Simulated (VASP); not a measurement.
# Si in VASP: a series of runs

Si is run at these levels: r2SCAN; tasks: single point, relaxation of cell and atoms.

All numbers are computed with VASP 6.6.1; they aren't measurements. Logs are shortened: lines on timing, memory, paths and dates and some standing lists are left out, and cuts for length are marked.

## Step 1: The cell of the first run

Symmetry: I4/mmm, No. 139, tetragonal system. Conventional cell: a = 3.021 Å, b = 3.021 Å, c = 4.597 Å, α = 90.00°, β = 90.00°, γ = 90.00°. Within 4.0 Å of Si (site symmetry 4/mmm) lie 12 Si at 3.02 to 3.14 Å.

## Step 2: Single point, r2SCAN

Input file POSCAR:

```
Si
1.0
   -1.5107099016      1.5107099016      2.2983247308
    1.5107099016     -1.5107099016      2.2983247308
    1.5107099016      1.5107099016     -2.2983247308
Si
1
Direct
    0.0000000000      0.0000000000      0.0000000000
```

Input file INCAR.step1:

```
SYSTEM = Si
PREC     = Accurate       ! precision mode
ENCUT    = 520            ! plane-wave cutoff, eV
ISMEAR   = 0              ! smearing method
SIGMA    = 0.1            ! smearing width, eV
LREAL    = .False.        ! projectors in reciprocal space
LASPH    = .True.         ! aspherical terms in the spheres
NELM     = 100            ! most SCF steps
NBANDS   = 8              ! bands
GGA      = PE             ! functional
ALGO     = Normal         ! electronic algorithm
EDIFF    = 1E-4           ! SCF threshold, eV
LWAVE    = .True.         ! write WAVECAR
LCHARG   = .False.        ! write CHGCAR
```

Input file INCAR.step2:

```
SYSTEM = Si
PREC     = Accurate       ! precision mode
ENCUT    = 520            ! plane-wave cutoff, eV
EDIFF    = 1E-6           ! SCF threshold, eV
ISMEAR   = 0              ! smearing method
SIGMA    = 0.1            ! smearing width, eV
LREAL    = .False.        ! projectors in reciprocal space
LASPH    = .True.         ! aspherical terms in the spheres
NELM     = 100            ! most SCF steps
ALGO     = Normal         ! electronic algorithm
ISIF     = 2              ! what is computed and relaxed
LWAVE    = .False.        ! write WAVECAR
LCHARG   = .True.         ! write CHGCAR
METAGGA  = R2SCAN         ! meta-GGA
LMIXTAU  = .True.       
LELF     = .True.         ! ELF
LVHAR    = .True.       
NBANDS   = 8              ! bands
ISTART   = 1
```

Input file KPOINTS:

```
Automatic mesh
0
Gamma
  8 8 8
  0 0 0
```

Potentials or basis: VASP PAW PBE potentials, release 64 (Si).

Started as:

```console
$ cat potpaw_PBE.64/Si/POTCAR > POTCAR
$ cp INCAR.step1 INCAR
$ mpirun -np 1 vasp_std > vasp.out
$ cp INCAR.step2 INCAR
$ mpirun -np 1 vasp_std > vasp.out
```

OUTCAR:

```text
SYSTEM = Si
   PREC = Accurate
   ENCUT = 520
   EDIFF = 1E-6
   ISMEAR = 0
   LREAL = .False.
   LASPH = .True.
   NELM = 100
   ISIF = 2
   METAGGA = R2SCAN
   ISTART = 1

 ion  position               nearest neighbor table
   1  0.000  0.000  0.000-

  LATTYP: Found a body centered tetragonal cell.
 ALAT       =     3.0214198032
 C/A-ratio  =     1.5213541186

  Lattice vectors:

 A1 = (  -1.5107099016,   1.5107099016,   2.2983247308)
 A2 = (   1.5107099016,  -1.5107099016,   2.2983247308)
 A3 = (   1.5107099016,   1.5107099016,  -2.2983247308)

Analysis of symmetry for initial positions (statically):
=====================================================================
 Subroutine PRICEL returns:
 Original cell was already a primitive cell.

 Routine SETGRP: Setting up the symmetry group for a
 body centered tetragonal supercell.

 Subroutine GETGRP returns: Found 16 space group operations
 (whereof 16 operations were pure point group operations)
 out of a pool of 16 trial point group operations.

The static configuration has the point symmetry D_4h.

Analysis of symmetry for dynamics (positions and initial velocities):
=====================================================================
 Subroutine PRICEL returns:
 Original cell was already a primitive cell.

 Routine SETGRP: Setting up the symmetry group for a
 body centered tetragonal supercell.

 Subroutine GETGRP returns: Found 16 space group operations
 (whereof 16 operations were pure point group operations)
 out of a pool of 16 trial point group operations.

The dynamic configuration has the point symmetry D_4h.

 Subroutine INISYM returns: Found 16 space group operations
 (whereof 16 operations are pure point group operations),
 and found     1 'primitive' translations

----------------------------------------------------------------------------------------

                                     Primitive cell

  volume of cell :      20.9814

  direct lattice vectors                    reciprocal lattice vectors
    -1.510709902  1.510709902  2.298324731     0.000000000  0.330970228  0.217549763
     1.510709902 -1.510709902  2.298324731     0.330970228  0.000000000  0.217549763
     1.510709902  1.510709902 -2.298324731     0.330970228  0.330970228  0.000000000

  length of vectors
     3.137958792  3.137958792  3.137958792     0.396067154  0.396067154  0.468062585

  position of ions in fractional coordinates (direct lattice)
     0.000000000  0.000000000  0.000000000

  ion indices of the primitive-cell ions
   primitive index   ion index
                 1           1

----------------------------------------------------------------------------------------

 KPOINTS: Automatic mesh

Automatic generation of k-mesh.
 Grid dimensions read from file:
 generate k-points for:    8    8    8

 Generating k-lattice:

  Cartesian coordinates                     Fractional coordinates (reciprocal lattice)
     0.000000000  0.041371278  0.027193720     0.125000000  0.000000000  0.000000000
     0.041371278  0.000000000  0.027193720     0.000000000  0.125000000  0.000000000
     0.041371278  0.041371278  0.000000000     0.000000000  0.000000000  0.125000000

  Length of vectors
     0.049508394  0.049508394  0.058507823

  Shift w.r.t. Gamma in fractional coordinates (k-lattice)
     0.000000000  0.000000000  0.000000000

 Subroutine IBZKPT returns following result:
 ===========================================

 Found     59 irreducible k-points:

 Following reciprocal coordinates:
            Coordinates               Weight
  0.000000  0.000000  0.000000      1.000000
  0.125000  0.000000 -0.000000      8.000000
  0.250000  0.000000 -0.000000      8.000000
  0.375000  0.000000 -0.000000      8.000000
  0.500000  0.000000 -0.000000      4.000000
  0.125000  0.125000 -0.000000      8.000000
[... 16 lines left out ...]
  0.250000  0.125000  0.125000     16.000000
  0.375000  0.125000  0.125000      8.000000
 [... further k-points ...]
   k-points           NKPTS =     59   k-points in BZ     NKDIM =     59   number of bands    NBANDS=      8
   number of dos      NEDOS =    301   number of ions     NIONS =      1
   total plane-waves  NPLWV =  13824
   dimension x,y,z NGX =    24 NGY =   24 NGZ =   24
   dimension x,y,z NGXF=    48 NGYF=   48 NGZF=   48
   ions per type =               1
   NGX,Y,Z   is equivalent  to a cutoff of  12.71, 12.71, 12.71 a.u.
   NGXF,Y,Z  is equivalent  to a cutoff of  25.43, 25.43, 25.43 a.u.
 SYSTEM =  Si
   PREC   = accura    normal or accurate (medium, high low for compatibility)
   ISTART =      1    job   : 0-new  1-cont  2-samecut
   ICHARG =      0    charge: 1-file 2-atom 10-const
   ISPIN  =      1    spin polarized calculation?
   LNONCOLLINEAR =      F non collinear calculations
   LSORBIT =      F    spin-orbit coupling
   LASPH  =      T    aspherical Exc in radial PAW
   ENCUT  =  520.0 eV  38.22 Ry    6.18 a.u.   5.83  5.83  5.83*2*pi/ulx,y,z
   NELM   =    100;   NELMIN=  2; NELMDL=  0     # of ELM steps
   EDIFF  = 0.1E-05   stopping-criterion for ELM
   LREAL  =      F    real-space projection
   EDIFFG = 0.1E-04   stopping-criterion for IOM
   NSW    =      0    number of steps for IOM
   IBRION =     -1    ionic relax: 0-MD 1-quasi-New 2-CG
   NFREE  =      0    steps in history (QN), initial steepest desc. (CG)
   ISIF   =      2    stress and relaxation
   ISYM   =      2    0-nonsym 1-usesym 2-fastsym
   POTIM  = 0.5000    time-step for ionic-motion
   TEBEG  =    0.0;   TEEND  =   0.0 temperature during run
   PSTRESS=    0.0 pullay stress
   NELECT =       4.0000    total number of electrons
   NUPDOWN=      -1.0000    fix difference up-down
   EMIN   =  10.00;   EMAX   =-10.00  energy-range for DOS
   EFERMI =   0.00;   METHOD = LEGACY
   ISMEAR =     0;   SIGMA  =   0.10  broadening in eV -4-tet -1-fermi 0-gaus
   EFERMI_NEDOS =   21; number of points for ismear=-14 and -15
   IALGO  =     38    algorithm
   IMIX   =      4    mixing-type and parameters
     AMIX     =   0.40;   BMIX     =  1.00
     AMIX_MAG =   1.60;   BMIX_MAG =  1.00
  volume/ion in A,a.u.               =      20.98       141.59
  Fermi-wavevector in a.u.,A,eV,Ry     =   0.942216  1.780529 12.078849  0.887770
  Thomas-Fermi vector in A             =   2.069803
   LORBIT       =      0    0 simple, 1 ext, 2 COOP (PROOUT), +10 PAW based schemes
   METAGGA = R2SCAN    functional components
   LHFCALC =     F    Hartree Fock is set to
   AEXX    =    0.0000 exact exchange contribution
   IVDW    =     0    specifies the selected vdW correction
   LEPSILON=     F    determine dielectric tensor
   LRPA    =     F    only Hartree local field effects (RPA)
 non-spin polarized calculation
 Gauss-broadening in eV      SIGMA  =   0.10
  energy-cutoff  :      520.00
  volume of cell :       20.98
 maximum number of plane-waves:       584
   NGX = 11   NGY = 11   NGZ = 11

 number of electron       4.0000000 magnetization

 Free energy of the ion-electron system (eV)
  ---------------------------------------------------
  ext. energy  EPLUGINS =         0.00000000
  ---------------------------------------------------
  free energy    TOTEN  =        -7.57515828 eV

  energy without entropy =       -7.57231671  energy(sigma->0) =       -7.57373750

 E-fermi :   6.0062     XC(G=0): -10.3368

 val. band max:        5.9090836368   @ k =   0.5000   0.5000   0.1250
 cond. band min:       6.0564712887   @ k =  -0.2500   0.5000   0.2500
 fundamental gap:      0.1473876519
 Fermi energy:         6.0062248851

 k-point     1 :       0.0000    0.0000    0.0000
  band No.  band energies     occupation
      1      -6.2421      2.00000
      2      13.7260      0.00000
      3      13.8016      0.00000
      4      13.8016      0.00000
      5      16.6837      0.00000
      6      17.5423      0.00000
      7      17.5423      0.00000
      8      21.1397      0.00000

 k-point     2 :       0.1250    0.0000   -0.0000
  band No.  band energies     occupation
      1      -5.8705      2.00000
      2      11.0782      0.00000
      3      13.0609      0.00000
      4      13.4384      0.00000
      5      17.2804      0.00000
      6      17.7133      0.00000
      7      18.3382      0.00000
      8      20.4790      0.00000

 k-point     3 :       0.2500    0.0000   -0.0000
  band No.  band energies     occupation
      1      -4.7653      2.00000
      2       6.9656      0.00000
      3      12.1060      0.00000
      4      12.9415      0.00000
      5      16.5052      0.00000
      6      17.5296      0.00000
      7      18.7963      0.00000
      8      21.9642      0.00000

 k-point     4 :       0.3750    0.0000   -0.0000
  band No.  band energies     occupation
      1      -2.9782      2.00000
      2       3.2076      2.00000
      3      11.5013      0.00000
      4      12.7133      0.00000
      5      15.5758      0.00000
      6      17.1602      0.00000
      7      17.6214      0.00000
      8      21.8143      0.00000

 k-point     5 :       0.5000    0.0000   -0.0000
  band No.  band energies     occupation
      1      -1.2382      2.00000
      2       0.7946      2.00000
      3      11.3041      0.00000
      4      12.6772      0.00000
      5      15.1958      0.00000
      6      17.0770      0.00000
      7      17.0985      0.00000
      8      21.1915      0.00000
[... 177 lines left out ...]
 k-point    22 :       0.1250    0.1250    0.1250
  band No.  band energies     occupation
      1      -3.7406      2.00000
      2       7.7588      0.00000
      3       7.8180      0.00000
      4      11.4581      0.00000
      5      15.5374      0.00000
      6      16.2840      0.00000
      7      18.3878      0.00000
      8      22.7598      0.00000

 k-point    23 :       0.2500    0.1250    0.1250
  band No.  band energies     occupation
      1      -1.9660      2.00000
      2       4.1380      2.00000
      3       7.7139      0.00000
      4      10.0834      0.00000
      5      15.2017      0.00000
      6      16.5447      0.00000
      7      19.0521      0.00000
      8      23.2960      0.00000

 k-point    24 :       0.3750    0.1250    0.1250
  band No.  band energies     occupation
      1      -0.2352      2.00000
      2       1.7554      2.00000
      3       7.9026      0.00000
      4       9.3306      0.00000
      5      14.9900      0.00000
      6      16.1678      0.00000
      7      21.8906      0.00000
      8      22.0329      0.00000

 [... further k-points ...]

------------------------ aborting loop because EDIFF is reached ----------------------------------------

  FORCE on cell =-STRESS in cart. coord.  units (eV):
  Direction    XX          YY          ZZ          XY          YZ          ZX
  --------------------------------------------------------------------------------------
  -------------------------------------------------------------------------------------
  Total       -1.8119142     -1.8119142     -1.9765982      0.0000000     -0.0000000      0.0000000
  in kB     -138.3613175   -138.3613175   -150.9369085      0.0000000     -0.0000000      0.0000000
  external PRESSURE =    -142.5531812 kB  Pullay stress =       0.0000000 kB

 VOLUME and BASIS-vectors are now :
 -----------------------------------------------------------------------------
  energy-cutoff  :      520.00
  volume of cell :       20.98
      direct lattice vectors                 reciprocal lattice vectors
    -1.510709902  1.510709902  2.298324731     0.000000000  0.330970228  0.217549763
     1.510709902 -1.510709902  2.298324731     0.330970228  0.000000000  0.217549763
     1.510709902  1.510709902 -2.298324731     0.330970228  0.330970228  0.000000000

 POSITION                                       TOTAL-FORCE (eV/Angst)
 -----------------------------------------------------------------------------------
      0.00000      0.00000      0.00000         0.000000     -0.000000      0.000000
 -----------------------------------------------------------------------------------
    total drift:                                0.000000     -0.000000     -0.000000

  FREE ENERGIE OF THE ION-ELECTRON SYSTEM (eV)
  ---------------------------------------------------
  free  energy   TOTEN  =        -7.5751582831 eV

  energy  without entropy=       -7.5723167130  energy(sigma->0) =       -7.57373750
```

Wall time 20 s (1 thread of AMD EPYC 9R45 (Zen 5), shared host); peak memory 0.11 GiB.

What came out:

* Free energy: -7.5752 eV
* Pressure: -14.3 GPa
* Band gap on the k mesh: zero (bands 2 and 3 overlap by 9.90 eV)

Levels at points of the mesh, in eV from the Fermi level:
```csv
k point,band 1,band 2,band 3,band 4,band 5
"(0.00, 0.00, 0.00)",-12.25,7.72,7.80,7.80,10.68
"(0.50, 0.00, 0.00)",-7.24,-5.21,5.30,6.67,9.19
"(0.50, 0.50, 0.00)",-4.50,-3.88,1.67,2.35,4.93
"(0.50, 0.50, 0.50)",-5.80,-4.56,3.06,3.06,5.52
```

Caveat: the cell stands under tension; the PAW data sets were made with another functional, which shifts forces and pressure a little.

(Part 1 of 2 ends here.)

The gap in the log of VASP goes by the Fermi energy; the results here count the filled bands.